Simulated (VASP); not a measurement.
## La16HO24 (a cell with a defect): single point with PBE

The system is La16HO24 (a cell with a defect).

```
CELL_PARAMETERS angstrom
7.88115 0.00000 0.00000
-3.94057 6.82527 0.00000
0.00000 0.00000 12.37572
ATOMIC_POSITIONS crystal
La 0.33381 0.16835 0.37521
La 0.16812 0.33427 0.12386
La 0.33294 0.16637 0.87529
La 0.16602 0.33342 0.62374
La 0.33395 0.66604 0.37516
La 0.16640 0.83354 0.12232
La 0.33283 0.66715 0.87542
La 0.16658 0.83355 0.62280
La 0.83320 0.16679 0.37675
La 0.66563 0.33420 0.12391
La 0.83313 0.16694 0.87626
La 0.66686 0.33322 0.62363
La 0.83160 0.66612 0.37521
La 0.66578 0.83203 0.12388
La 0.83372 0.66706 0.87534
La 0.66674 0.83412 0.62373
O 0.33133 0.16316 0.17872
O 0.16280 0.33160 0.32039
O 0.00091 0.99928 0.99904
O 0.33333 0.16702 0.67826
O 0.16662 0.33364 0.82072
O 0.99893 0.00109 0.50006
O 0.33135 0.66873 0.17852
O 0.16650 0.83358 0.32241
O 0.00073 0.50209 0.99888
O 0.33325 0.66689 0.67851
O 0.16652 0.83358 0.81946
O 0.99932 0.49861 0.50012
O 0.83324 0.16690 0.17666
O 0.66833 0.33161 0.32058
O 0.49831 0.99965 0.99897
O 0.83314 0.16689 0.67961
O 0.66656 0.33356 0.82060
O 0.50168 0.00083 0.50018
O 0.83685 0.66870 0.17876
O 0.66844 0.83733 0.32028
O 0.49996 0.49988 0.00057
O 0.83301 0.66675 0.67832
O 0.66649 0.83343 0.82081
O 0.49961 0.50051 0.49853
H 0.49990 0.50018 0.25020
```

* Program: VASP 6.6.1
* Task: single point
* Functional: PBE
* Potentials or basis: VASP PAW PBE potentials, release 64 (La, O, H)
* Cutoff: 520 eV
* k mesh: 1 × 1 × 1
* Occupations: fermi-dirac, width 0.01 eV
* Spin: collinear spin
* Fixed moment: 1 μB

* Pressure: 1.0 GPa
* Largest force: 0.029 eV/Å
* Net moment: 1.00 μB per cell
* Site moments: La -0.00, +0.00, +0.02 (each value once); O +0.05, +0.00, +0.01 (each value once); H +0.27 μB
* Valence electrons inside the program's atomic spheres: La 8.58, 8.59 (each value once); O 5.03, 4.93, 5.04 (each value once); H 0.44

Forces in eV/Å, atoms in the order of the input:
```
La   0.003 -0.018 -0.011
La  -0.018 -0.010  0.011
La   0.003 -0.010 -0.018
La  -0.008 -0.006  0.020
La  -0.016  0.011 -0.011
La   0.001  0.000  0.014
La  -0.006  0.008 -0.026
La  -0.003 -0.003  0.007
La   0.000  0.001 -0.012
La   0.017 -0.006  0.012
La   0.002 -0.005 -0.004
La   0.007 -0.002  0.028
La   0.017  0.011 -0.012
La   0.002  0.019  0.008
La   0.007  0.007 -0.024
La   0.001  0.006  0.024
O    0.000 -0.005 -0.004
O   -0.005  0.001  0.006
O    0.003  0.000  0.000
O   -0.003  0.003 -0.001
O    0.002  0.000  0.006
O   -0.005  0.002 -0.003
O   -0.005  0.001 -0.005
O    0.001 -0.002  0.015
O    0.000  0.003  0.000
O    0.000 -0.002 -0.002
O    0.000  0.002  0.004
O   -0.001 -0.006  0.000
O   -0.002  0.002 -0.021
O    0.003 -0.001  0.006
O   -0.005 -0.003 -0.001
O    0.005  0.001 -0.006
O   -0.006  0.000  0.002
O    0.002  0.002 -0.003
O    0.005 -0.001 -0.009
O   -0.002  0.001  0.013
O   -0.002  0.001 -0.015
O    0.002  0.002 -0.005
O   -0.003  0.000  0.006
O    0.003 -0.002  0.016
H    0.000  0.000 -0.005
```

Stress tensor (GPa, compression positive):
```
1.20 0.00 0.00
0.00 1.20 0.00
0.00 0.00 0.51
```

Run time: 24 min on 1 thread of AMD EPYC 7R43 64-Core Processor (Zen 3), on a shared host, peak memory 0.97 GiB.

Caveat: the k points lie up to 0.92 Å⁻¹ apart; the total moment is fixed, so each spin has its own Fermi level.
